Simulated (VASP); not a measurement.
The system is HfO2.

```
Hf O
1.0
     0.00000    2.51393    2.51393
     2.51393    0.00000    2.51393
     2.51393    2.51393    0.00000
Hf O
1 2
Direct
  0.00000 0.00000 0.00000
  0.25000 0.25000 0.25000
  0.75000 0.75000 0.75000
```

Program: VASP 6.6.1. Alike in all runs: task single point; level PBE; potentials or basis VASP PAW PBE potentials, release 64 (Hf_pv, O); no spin polarisation; cell as given; cutoff (eV) 600; smearing gaussian 0.01 eV.

**Question.** Order these runs on this cell by their band gap on the k mesh, lowest first.
A. k mesh 4 × 4 × 4
B. k mesh 3 × 3 × 3
C. k mesh 2 × 2 × 2

**Answer.** C (3.67 eV), A (3.87 eV), B (4.56 eV).

Caveats: all runs use coarse meshes; spin-orbit coupling is left out, which moves the levels of the heavy elements.

A k mesh can miss the band edges, odd and even meshes differently.
